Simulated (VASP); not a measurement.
# SnTe (Fmm2) in VASP: notebook

The runs below take SnTe through single point, with LDA.

All numbers are computed with VASP 6.6.1; they aren't measurements. Logs are shortened: lines on timing, memory, paths and dates and some standing lists are left out, and cuts for length are marked.

### 1 The cell of the first run

Symmetry: Fmm2, No. 42, orthorhombic system. Conventional cell: a = 5.946 Å, b = 6.383 Å, c = 6.383 Å, α = 90.00°, β = 90.00°, γ = 90.00°. Within 3.9 Å of Sn (site symmetry mm2) lie 6 Te at 2.97 to 3.42 Å. Within 3.9 Å of Te (site symmetry mm2) lie 6 Sn at 2.97 to 3.42 Å.

### 2 Single point, LDA (atoms displaced along a vibrational mode, the cell strained)

Contents of INCAR:

```
PREC     = Accurate       # precision mode
ENCUT    = 520            # plane-wave cutoff, eV
EDIFF    = 1E-7           # SCF threshold, eV
ISMEAR   = 0              # smearing method
SIGMA    = 0.03           # smearing width, eV
LREAL    = False          # projectors in reciprocal space
LASPH    = True           # aspherical terms in the spheres
NELM     = 60             # most SCF steps
ALGO     = Normal         # electronic algorithm
ISIF     = 2              # what is computed and relaxed
LWAVE    = False          # write WAVECAR
LCHARG   = False          # write CHGCAR
NBANDS   = 17             # bands
```

Contents of KPOINTS:

```
regular mesh
0
Gamma
  10 10 10
```

Contents of POSCAR:

```
SnTe
1.0
    0.0000000000      3.1913771283      2.9729220857
    3.1913771283      0.0000000000      2.9729220857
    3.1913771283      3.1913771283      0.0000000000
Sn Te
1 1
Direct
    0.0181654424     -0.0181654424     -0.0181654424
    0.4831001593      0.5168998407      0.5168998407
```

Potentials or basis: VASP PAW LDA potentials, release 64 (Sn_d, Te).

The run is started by

```bash
> cat potpaw_LDA.64/Sn_d/POTCAR potpaw_LDA.64/Te/POTCAR > POTCAR
> mpirun -np 1 vasp_std > vasp.out
```

OUTCAR:

```text
PREC = Accurate
   ENCUT = 520
   EDIFF = 1E-7
   ISMEAR = 0
   LREAL = False
   LASPH = True
   NELM = 60
   ISIF = 2

 ion  position               nearest neighbor table
   1  0.018  0.982  0.982-   2 2.97   2 2.98   2 2.98   2 3.20   2 3.20   2 3.42
   2  0.483  0.517  0.517-   1 2.97   1 2.98   1 2.98   1 3.20   1 3.20   1 3.42

  LATTYP: Found a body centered tetragonal cell.
 ALAT       =     4.5132888175
 C/A-ratio  =     1.3174083051

  Lattice vectors:

 A1 = (   0.0000000000,  -3.1913771283,  -2.9729220857)
 A2 = (   0.0000000000,   3.1913771283,  -2.9729220857)
 A3 = (   3.1913771283,   0.0000000000,   2.9729220857)

Analysis of symmetry for initial positions (statically):
=====================================================================
 Subroutine PRICEL returns:
 Original cell was already a primitive cell.

 Routine SETGRP: Setting up the symmetry group for a
 body centered tetragonal supercell.

 Subroutine GETGRP returns: Found  4 space group operations
 (whereof  4 operations were pure point group operations)
 out of a pool of 16 trial point group operations.

The static configuration has the point symmetry C_2v.

Analysis of symmetry for dynamics (positions and initial velocities):
=====================================================================
 Subroutine PRICEL returns:
 Original cell was already a primitive cell.

 Routine SETGRP: Setting up the symmetry group for a
 body centered tetragonal supercell.

 Subroutine GETGRP returns: Found  4 space group operations
 (whereof  4 operations were pure point group operations)
 out of a pool of 16 trial point group operations.

The dynamic configuration has the point symmetry C_2v.

 Subroutine INISYM returns: Found  4 space group operations
 (whereof  4 operations are pure point group operations),
 and found     1 'primitive' translations

----------------------------------------------------------------------------------------

                                     Primitive cell

  volume of cell :      60.5578

  direct lattice vectors                    reciprocal lattice vectors
     0.000000000  3.191377128  2.972922086    -0.156672176  0.156672176  0.168184697
     3.191377128  0.000000000  2.972922086     0.156672176 -0.156672176  0.168184697
     3.191377128  3.191377128  0.000000000     0.156672176  0.156672176 -0.168184697

  length of vectors
     4.361554047  4.361554047  4.513288817     0.278169793  0.278169793  0.278169793

  position of ions in fractional coordinates (direct lattice)
     0.018165442  0.981834558  0.981834558
     0.483100159  0.516899841  0.516899841

  ion indices of the primitive-cell ions
   primitive index   ion index
                 1           1
                 2           2

----------------------------------------------------------------------------------------

 KPOINTS: regular mesh

Automatic generation of k-mesh.
 Grid dimensions read from file:
 generate k-points for:   10   10   10

 Generating k-lattice:

  Cartesian coordinates                     Fractional coordinates (reciprocal lattice)
    -0.015667218  0.015667218  0.016818470     0.100000000 -0.000000000  0.000000000
     0.015667218 -0.015667218  0.016818470    -0.000000000  0.100000000  0.000000000
     0.015667218  0.015667218 -0.016818470     0.000000000  0.000000000  0.100000000

  Length of vectors
     0.027816979  0.027816979  0.027816979

  Shift w.r.t. Gamma in fractional coordinates (k-lattice)
     0.000000000  0.000000000  0.000000000

 Subroutine IBZKPT returns following result:
 ===========================================

 Found    171 irreducible k-points:

 Following reciprocal coordinates:
            Coordinates               Weight
  0.000000  0.000000  0.000000      1.000000
  0.100000  0.000000  0.000000      8.000000
  0.200000  0.000000  0.000000      8.000000
  0.300000  0.000000  0.000000      8.000000
  0.400000  0.000000  0.000000      8.000000
  0.500000  0.000000  0.000000      4.000000
[... 16 lines left out ...]
  0.300000  0.300000  0.000000      2.000000
  0.400000  0.300000  0.000000      8.000000
 [... further k-points ...]
   k-points           NKPTS =    171   k-points in BZ     NKDIM =    171   number of bands    NBANDS=     17
   number of dos      NEDOS =    301   number of ions     NIONS =      2
   total plane-waves  NPLWV =  36864
   dimension x,y,z NGX =    32 NGY =   32 NGZ =   36
   dimension x,y,z NGXF=    64 NGYF=   64 NGZF=   72
   ions per type =               1   1
   NGX,Y,Z   is equivalent  to a cutoff of  12.20, 12.20, 13.26 a.u.
   NGXF,Y,Z  is equivalent  to a cutoff of  24.39, 24.39, 26.52 a.u.
 SYSTEM =  unknown system
   PREC   = accura    normal or accurate (medium, high low for compatibility)
   ISTART =      0    job   : 0-new  1-cont  2-samecut
   ICHARG =      2    charge: 1-file 2-atom 10-const
   ISPIN  =      1    spin polarized calculation?
   LNONCOLLINEAR =      F non collinear calculations
   LSORBIT =      F    spin-orbit coupling
   LASPH  =      T    aspherical Exc in radial PAW
   ENCUT  =  520.0 eV  38.22 Ry    6.18 a.u.   8.11  8.11  8.39*2*pi/ulx,y,z
   NELM   =     60;   NELMIN=  2; NELMDL= -5     # of ELM steps
   EDIFF  = 0.1E-06   stopping-criterion for ELM
   LREAL  =      F    real-space projection
   EDIFFG = 0.1E-05   stopping-criterion for IOM
   NSW    =      0    number of steps for IOM
   IBRION =     -1    ionic relax: 0-MD 1-quasi-New 2-CG
   NFREE  =      0    steps in history (QN), initial steepest desc. (CG)
   ISIF   =      2    stress and relaxation
   ISYM   =      2    0-nonsym 1-usesym 2-fastsym
   POTIM  = 0.5000    time-step for ionic-motion
   TEBEG  =    0.0;   TEEND  =   0.0 temperature during run
   PSTRESS=    0.0 pullay stress
   NELECT =      20.0000    total number of electrons
   NUPDOWN=      -1.0000    fix difference up-down
   EMIN   =  10.00;   EMAX   =-10.00  energy-range for DOS
   EFERMI =   0.00;   METHOD = LEGACY
   ISMEAR =     0;   SIGMA  =   0.03  broadening in eV -4-tet -1-fermi 0-gaus
   EFERMI_NEDOS =   21; number of points for ismear=-14 and -15
   IALGO  =     38    algorithm
   IMIX   =      4    mixing-type and parameters
     AMIX     =   0.40;   BMIX     =  1.00
     AMIX_MAG =   1.60;   BMIX_MAG =  1.00
  volume/ion in A,a.u.               =      30.28       204.33
  Fermi-wavevector in a.u.,A,eV,Ry     =   1.131605  2.138424 17.422670  1.280530
  Thomas-Fermi vector in A             =   2.268304
   LORBIT       =      0    0 simple, 1 ext, 2 COOP (PROOUT), +10 PAW based schemes
   GGA     = CA    functional components
   LHFCALC =     F    Hartree Fock is set to
   AEXX    =    0.0000 exact exchange contribution
   IVDW    =     0    specifies the selected vdW correction
   LEPSILON=     F    determine dielectric tensor
   LRPA    =     F    only Hartree local field effects (RPA)
 non-spin polarized calculation
 Gauss-broadening in eV      SIGMA  =   0.03
  energy-cutoff  :      520.00
  volume of cell :       60.56
 maximum number of plane-waves:      1647
   NGX = 17   NGY = 17   NGZ = 17

 number of electron      20.0000001 magnetization

 Free energy of the ion-electron system (eV)
  ---------------------------------------------------
  ext. energy  EPLUGINS =         0.00000000
  ---------------------------------------------------
  free energy    TOTEN  =        -8.73025411 eV

  energy without entropy =       -8.73025411  energy(sigma->0) =       -8.73025411

 E-fermi :   7.2629     XC(G=0):  -9.8678

 val. band max:        7.1481343631   @ k =  -0.0000  -0.2000   0.2000
 cond. band min:       7.3800491909   @ k =  -0.4000   0.2000   0.1000
 fundamental gap:      0.2319148278
 Fermi energy:         7.2628812037

 k-point     1 :       0.0000    0.0000    0.0000
  band No.  band energies     occupation
      1     -14.6270      2.00000
      2     -14.6158      2.00000
      3     -14.6129      2.00000
      4     -14.6056      2.00000
      5     -14.6006      2.00000
      6      -5.9787      2.00000
[... 9 lines left out ...]
     16      12.5615      0.00000
     17      13.6706      0.00000

 k-point     2 :       0.1000    0.0000    0.0000
  band No.  band energies     occupation
      1     -14.6271      2.00000
      2     -14.6166      2.00000
      3     -14.6126      2.00000
      4     -14.6050      2.00000
      5     -14.6000      2.00000
      6      -5.8902      2.00000
[... 9 lines left out ...]
     16      12.4096      0.00000
     17      14.2672      0.00000

 k-point     3 :       0.2000    0.0000    0.0000
  band No.  band energies     occupation
      1     -14.6278      2.00000
      2     -14.6188      2.00000
      3     -14.6118      2.00000
      4     -14.6033      2.00000
      5     -14.5982      2.00000
      6      -5.6339      2.00000
[... 9 lines left out ...]
     16      12.7854      0.00000
     17      15.6687      0.00000

 k-point     4 :       0.3000    0.0000    0.0000
  band No.  band energies     occupation
      1     -14.6290      2.00000
      2     -14.6216      2.00000
      3     -14.6110      2.00000
      4     -14.6011      2.00000
      5     -14.5957      2.00000
      6      -5.2462      2.00000
[... 9 lines left out ...]
     16      13.6669      0.00000
     17      17.3038      0.00000
[... 343 lines left out ...]
      1     -14.6298      2.00000
      2     -14.6221      2.00000
      3     -14.6089      2.00000
      4     -14.6016      2.00000
      5     -14.5961      2.00000
      6      -5.1682      2.00000
[... 9 lines left out ...]
     16      15.6374      0.00000
     17      16.3697      0.00000

 k-point    23 :       0.3000    0.3000    0.0000
  band No.  band energies     occupation
      1     -14.6319      2.00000
      2     -14.6218      2.00000
      3     -14.6167      2.00000
      4     -14.5963      2.00000
      5     -14.5910      2.00000
      6      -4.8807      2.00000
[... 9 lines left out ...]
     16      15.2462      0.00000
     17      16.2491      0.00000

 k-point    24 :       0.4000    0.3000    0.0000
  band No.  band energies     occupation
      1     -14.6355      2.00000
      2     -14.6214      2.00000
      3     -14.6169      2.00000
      4     -14.5944      2.00000
      5     -14.5890      2.00000
      6      -4.5487      2.00000
[... 9 lines left out ...]
     16      15.9782      0.00000
     17      17.3416      0.00000

 [... further k-points ...]

------------------------ aborting loop because EDIFF is reached ----------------------------------------

  FORCE on cell =-STRESS in cart. coord.  units (eV):
  Direction    XX          YY          ZZ          XY          YZ          ZX
  --------------------------------------------------------------------------------------
  -------------------------------------------------------------------------------------
  Total       -0.4785241     -1.0668476      3.2346240      0.0000000      0.0000000      0.0000000
  in kB      -12.6603187    -28.2255997     85.5784869      0.0000000      0.0000000      0.0000000
  external PRESSURE =      14.8975228 kB  Pullay stress =       0.0000000 kB

 VOLUME and BASIS-vectors are now :
 -----------------------------------------------------------------------------
  energy-cutoff  :      520.00
  volume of cell :       60.56
      direct lattice vectors                 reciprocal lattice vectors
     0.000000000  3.191377128  2.972922086    -0.156672176  0.156672176  0.168184697
     3.191377128  0.000000000  2.972922086     0.156672176 -0.156672176  0.168184697
     3.191377128  3.191377128  0.000000000     0.156672176  0.156672176 -0.168184697

 POSITION                                       TOTAL-FORCE (eV/Angst)
 -----------------------------------------------------------------------------------
      6.26681      3.19138      2.97292         0.106569      0.000000      0.000000
      3.29924      3.19138      2.97292        -0.106569      0.000000      0.000000
 -----------------------------------------------------------------------------------
    total drift:                                0.000342     -0.000040     -0.000005

  FREE ENERGIE OF THE ION-ELECTRON SYSTEM (eV)
  ---------------------------------------------------
  free  energy   TOTEN  =        -8.7302541073 eV

  energy  without entropy=       -8.7302541072  energy(sigma->0) =       -8.73025411
```

Run time: 2.1 min. Hardware: 1 thread of AMD EPYC 7R13 (Zen 3), shared host; peak memory 0.27 GiB.

What came out:

```yaml
Free_energy: -8.7303 eV
Pressure: 1.5 GPa
Largest_force: 0.107 eV/Å
Band_gap_on_the_k_mesh: 0.23 eV (least direct gap 0.34 eV)
```

Forces on the atoms (eV/Å):
```
Sn   0.107  0.000  0.000
Te  -0.107  0.000  0.000
```

Caveat: the cell differs from its parent crystal (atoms displaced along a vibrational mode, the cell strained); spin-orbit coupling is left out, which moves the levels of the heavy elements.

[end of part 1 of 2]
